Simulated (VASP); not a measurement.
# SrO (P6_3/mmc) in VASP: single point with PBE

Aim: the single point of SrO with PBE.

Everything below comes from runs of VASP 6.6.1. Logs are shortened: lines on timing, memory, paths and dates and some standing lists are left out, and cuts for length are marked.

## (1) The cell of the first run

Symmetry: P6_3/mmc, No. 194, hexagonal system. Conventional cell: a = 3.577 Å, b = 3.577 Å, c = 6.243 Å, α = 90.00°, β = 90.00°, γ = 120.00°. Sr (site symmetry -6m2) has 6 O at 2.59 Å within 3.4 Å. O (site symmetry -3m) has 6 Sr at 2.59 Å and 2 O at 3.12 Å within 3.4 Å.

## (2) Single point, PBE

INCAR

```
ALGO = Normal
EDIFF = 1E-6
ENCUT = 520
GGA = PE
ISIF = 2
ISMEAR = 0
LASPH = True
LCHARG = False
LREAL = False
LWAVE = False
NBANDS = 24
NELM = 100
PREC = Accurate
SIGMA = 0.05
```

KPOINTS

```
k-points
0
Gamma
  9 9 4
```

POSCAR

```
SrO
1.0
    3.5769478779      0.0000000000      0.0000000000
   -1.7884739390      3.0977277303      0.0000000000
    0.0000000000      0.0000000000      6.2426216355
Sr O
2 2
Direct
    0.3333333333      0.6666666667      0.2500000000
    0.6666666667      0.3333333333      0.7500000000
    0.0000000000      0.0000000000      0.0000000000
    0.0000000000      0.0000000000      0.5000000000
```

Potentials or basis: VASP PAW PBE potentials, release 64 (Sr_sv, O).

Launch:

```sh
$ cat potpaw_PBE.64/Sr_sv/POTCAR potpaw_PBE.64/O/POTCAR > POTCAR
$ mpirun -np 1 vasp_std > vasp.out
```

OUTCAR:

```text
EDIFF = 1E-6
   ENCUT = 520
   GGA = PE
   ISIF = 2
   ISMEAR = 0
   LASPH = True
   LREAL = False
   NELM = 100
   PREC = Accurate

 ion  position               nearest neighbor table
   1  0.333  0.667  0.250-   3 2.59   4 2.59   3 2.59   4 2.59   3 2.59   4 2.59   2 3.74   2 3.74
                             2 3.74   2 3.74   2 3.74   2 3.74
   2  0.667  0.333  0.750-   3 2.59   4 2.59   3 2.59   4 2.59   3 2.59   4 2.59   1 3.74   1 3.74
                             1 3.74   1 3.74   1 3.74   1 3.74
   3  0.000  0.000  0.000-   1 2.59   2 2.59   2 2.59   1 2.59   2 2.59   1 2.59
   4  0.000  0.000  0.500-   1 2.59   2 2.59   2 2.59   1 2.59   2 2.59   1 2.59

  LATTYP: Found a hexagonal cell.
 ALAT       =     3.5769478779
 C/A-ratio  =     1.7452369586

  Lattice vectors:

 A1 = (   3.5769478779,   0.0000000000,   0.0000000000)
 A2 = (  -1.7884739390,   3.0977277303,   0.0000000000)
 A3 = (   0.0000000000,   0.0000000000,   6.2426216355)

Analysis of symmetry for initial positions (statically):
=====================================================================
 Subroutine PRICEL returns:
 Original cell was already a primitive cell.

 Routine SETGRP: Setting up the symmetry group for a
 hexagonal supercell.

 Subroutine GETGRP returns: Found 24 space group operations
 (whereof 12 operations were pure point group operations)
 out of a pool of 24 trial point group operations.

The static configuration has the point symmetry D_3d.
 The point group associated with its full space group is D_6h.

Analysis of symmetry for dynamics (positions and initial velocities):
=====================================================================
 Subroutine PRICEL returns:
 Original cell was already a primitive cell.

 Routine SETGRP: Setting up the symmetry group for a
 hexagonal supercell.

 Subroutine GETGRP returns: Found 24 space group operations
 (whereof 12 operations were pure point group operations)
 out of a pool of 24 trial point group operations.

The dynamic configuration has the point symmetry D_3d.
 The point group associated with its full space group is D_6h.

 Subroutine INISYM returns: Found 24 space group operations
 (whereof 12 operations are pure point group operations),
 and found     1 'primitive' translations

----------------------------------------------------------------------------------------

                                     Primitive cell

  volume of cell :      69.1708

  direct lattice vectors                    reciprocal lattice vectors
     3.576947878  0.000000000  0.000000000     0.279567954  0.161408634  0.000000000
    -1.788473939  3.097727730  0.000000000     0.000000000  0.322817267  0.000000000
     0.000000000  0.000000000  6.242621635     0.000000000  0.000000000  0.160189109

  length of vectors
     3.576947878  3.576947878  6.242621635     0.322817267  0.322817267  0.160189109

  position of ions in fractional coordinates (direct lattice)
     0.333333333  0.666666667  0.250000000
     0.666666667  0.333333333  0.750000000
     0.000000000  0.000000000  0.000000000
     0.000000000  0.000000000  0.500000000

  ion indices of the primitive-cell ions
   primitive index   ion index
                 1           1
                 2           2
                 3           3
                 4           4

----------------------------------------------------------------------------------------

 KPOINTS: k-points

Automatic generation of k-mesh.
 Grid dimensions read from file:
 generate k-points for:    9    9    4

 Generating k-lattice:

  Cartesian coordinates                     Fractional coordinates (reciprocal lattice)
     0.031063106  0.017934293  0.000000000     0.111111111  0.000000000  0.000000000
     0.000000000  0.035868585  0.000000000     0.000000000  0.111111111  0.000000000
     0.000000000  0.000000000  0.040047277     0.000000000  0.000000000  0.250000000

  Length of vectors
     0.035868585  0.035868585  0.040047277

  Shift w.r.t. Gamma in fractional coordinates (k-lattice)
     0.000000000  0.000000000  0.000000000

 Subroutine IBZKPT returns following result:
 ===========================================

 Found     36 irreducible k-points:

 Following reciprocal coordinates:
            Coordinates               Weight
  0.000000  0.000000  0.000000      1.000000
  0.111111 -0.000000  0.000000      6.000000
  0.222222  0.000000  0.000000      6.000000
  0.333333  0.000000  0.000000      6.000000
  0.444444  0.000000  0.000000      6.000000
  0.111111  0.111111  0.000000      6.000000
[... 16 lines left out ...]
  0.333333  0.222222  0.250000     24.000000
  0.333333  0.333333  0.250000      4.000000
 [... further k-points ...]
   k-points           NKPTS =     36   k-points in BZ     NKDIM =     36   number of bands    NBANDS=     24
   number of dos      NEDOS =    301   number of ions     NIONS =      4
   total plane-waves  NPLWV =  37632
   dimension x,y,z NGX =    28 NGY =   28 NGZ =   48
   dimension x,y,z NGXF=    56 NGYF=   56 NGZF=   96
   ions per type =               2   2
   NGX,Y,Z   is equivalent  to a cutoff of  13.01, 13.01, 12.78 a.u.
   NGXF,Y,Z  is equivalent  to a cutoff of  26.03, 26.03, 25.57 a.u.
 SYSTEM =  unknown system
   PREC   = accura    normal or accurate (medium, high low for compatibility)
   ISTART =      0    job   : 0-new  1-cont  2-samecut
   ICHARG =      2    charge: 1-file 2-atom 10-const
   ISPIN  =      1    spin polarized calculation?
   LNONCOLLINEAR =      F non collinear calculations
   LSORBIT =      F    spin-orbit coupling
   LASPH  =      T    aspherical Exc in radial PAW
   ENCUT  =  520.0 eV  38.22 Ry    6.18 a.u.   6.65  6.65 11.61*2*pi/ulx,y,z
   NELM   =    100;   NELMIN=  2; NELMDL= -5     # of ELM steps
   EDIFF  = 0.1E-05   stopping-criterion for ELM
   LREAL  =      F    real-space projection
   EDIFFG = 0.1E-04   stopping-criterion for IOM
   NSW    =      0    number of steps for IOM
   IBRION =     -1    ionic relax: 0-MD 1-quasi-New 2-CG
   NFREE  =      0    steps in history (QN), initial steepest desc. (CG)
   ISIF   =      2    stress and relaxation
   ISYM   =      2    0-nonsym 1-usesym 2-fastsym
   POTIM  = 0.5000    time-step for ionic-motion
   TEBEG  =    0.0;   TEEND  =   0.0 temperature during run
   PSTRESS=    0.0 pullay stress
   NELECT =      32.0000    total number of electrons
   NUPDOWN=      -1.0000    fix difference up-down
   EMIN   =  10.00;   EMAX   =-10.00  energy-range for DOS
   EFERMI =   0.00;   METHOD = LEGACY
   ISMEAR =     0;   SIGMA  =   0.05  broadening in eV -4-tet -1-fermi 0-gaus
   EFERMI_NEDOS =   21; number of points for ismear=-14 and -15
   IALGO  =     38    algorithm
   IMIX   =      4    mixing-type and parameters
     AMIX     =   0.40;   BMIX     =  1.00
     AMIX_MAG =   1.60;   BMIX_MAG =  1.00
  volume/ion in A,a.u.               =      17.29       116.70
  Fermi-wavevector in a.u.,A,eV,Ry     =   1.266146  2.392669 21.811857  1.603126
  Thomas-Fermi vector in A             =   2.399362
   LORBIT       =      0    0 simple, 1 ext, 2 COOP (PROOUT), +10 PAW based schemes
   GGA     = PE    functional components
   LHFCALC =     F    Hartree Fock is set to
   AEXX    =    0.0000 exact exchange contribution
   IVDW    =     0    specifies the selected vdW correction
   LEPSILON=     F    determine dielectric tensor
   LRPA    =     F    only Hartree local field effects (RPA)
 non-spin polarized calculation
 Gauss-broadening in eV      SIGMA  =   0.05
  energy-cutoff  :      520.00
  volume of cell :       69.17
 maximum number of plane-waves:      1895
 NGX is ok and might be reduce to    28
   NGX = 13   NGY = 13   NGZ = 23

 number of electron      32.0000009 magnetization

 Free energy of the ion-electron system (eV)
  ---------------------------------------------------
  ext. energy  EPLUGINS =         0.00000000
  ---------------------------------------------------
  free energy    TOTEN  =       -23.74797159 eV

  energy without entropy =      -23.74797159  energy(sigma->0) =      -23.74797159

 E-fermi :   2.4067     XC(G=0):  -9.9388

 val. band max:        2.1259237951   @ k =   0.0000   0.0000   0.0000
 cond. band min:       5.0949332938   @ k =   0.0000   0.0000   0.0000
 fundamental gap:      2.9690094987
 Fermi energy:         2.4066613828

 k-point     1 :       0.0000    0.0000    0.0000
  band No.  band energies     occupation
      1     -30.9175      2.00000
      2     -30.8172      2.00000
      3     -14.9221      2.00000
      4     -13.4019      2.00000
      5     -12.6110      2.00000
      6     -12.6110      2.00000
[... 16 lines left out ...]
     23       9.3941      0.00000
     24      10.2529      0.00000

 k-point     2 :       0.1111   -0.0000    0.0000
  band No.  band energies     occupation
      1     -30.9027      2.00000
      2     -30.8082      2.00000
      3     -14.8293      2.00000
      4     -13.6980      2.00000
      5     -12.7163      2.00000
      6     -12.6518      2.00000
[... 16 lines left out ...]
     23       9.5961      0.00000
     24       9.9635      0.00000

 k-point     3 :       0.2222    0.0000    0.0000
  band No.  band energies     occupation
      1     -30.8642      2.00000
      2     -30.7859      2.00000
      3     -14.5606      2.00000
      4     -14.1823      2.00000
      5     -12.9650      2.00000
      6     -12.7379      2.00000
[... 16 lines left out ...]
     23       9.9810      0.00000
     24      10.1155      0.00000
[... 514 lines left out ...]
 k-point    23 :       0.3333    0.2222    0.2500
  band No.  band energies     occupation
      1     -30.7643      2.00000
      2     -30.7498      2.00000
      3     -14.7064      2.00000
      4     -13.9327      2.00000
      5     -13.1580      2.00000
      6     -13.0867      2.00000
[... 16 lines left out ...]
     23      11.2763      0.00000
     24      11.6569      0.00000

 k-point    24 :       0.3333    0.3333    0.2500
  band No.  band energies     occupation
      1     -30.7509      2.00000
      2     -30.7509      2.00000
      3     -14.7118      2.00000
      4     -13.8151      2.00000
      5     -13.2526      2.00000
      6     -13.2526      2.00000
[... 16 lines left out ...]
     23      11.7020      0.00000
     24      11.8117      0.00000

 [... further k-points ...]
[... 5 lines left out ...]
  --------------------------------------------------------------------------------------
  -------------------------------------------------------------------------------------
  Total        0.2194006      0.2194006      0.2184349     -0.0000000     -0.0000000      0.0000000
  in kB        5.0818935      5.0818935      5.0595252     -0.0000000     -0.0000000      0.0000000
  external PRESSURE =       5.0744374 kB  Pullay stress =       0.0000000 kB

 VOLUME and BASIS-vectors are now :
 -----------------------------------------------------------------------------
  energy-cutoff  :      520.00
  volume of cell :       69.17
      direct lattice vectors                 reciprocal lattice vectors
     3.576947878  0.000000000  0.000000000     0.279567954  0.161408634  0.000000000
    -1.788473939  3.097727730  0.000000000     0.000000000  0.322817267  0.000000000
     0.000000000  0.000000000  6.242621635     0.000000000  0.000000000  0.160189109

 POSITION                                       TOTAL-FORCE (eV/Angst)
 -----------------------------------------------------------------------------------
     -0.00000      2.06515      1.56066        -0.000000     -0.000000     -0.000000
      1.78847      1.03258      4.68197         0.000000      0.000000      0.000000
      0.00000      0.00000      0.00000        -0.000000     -0.000000      0.000000
      0.00000      0.00000      3.12131         0.000000     -0.000000      0.000000
 -----------------------------------------------------------------------------------
    total drift:                               -0.000000      0.000000     -0.000000

  FREE ENERGIE OF THE ION-ELECTRON SYSTEM (eV)
  ---------------------------------------------------
  free  energy   TOTEN  =       -23.7479715926 eV

  energy  without entropy=      -23.7479715926  energy(sigma->0) =      -23.74797159
```

It took 65 s on 1 thread of Intel Xeon Platinum 8488C (Sapphire Rapids), shared host; peak memory 0.2 GiB.

Results:

```
Free energy            : -23.7480 eV
Pressure               : 0.5 GPa
Band gap on the k mesh : 2.97 eV, direct
```
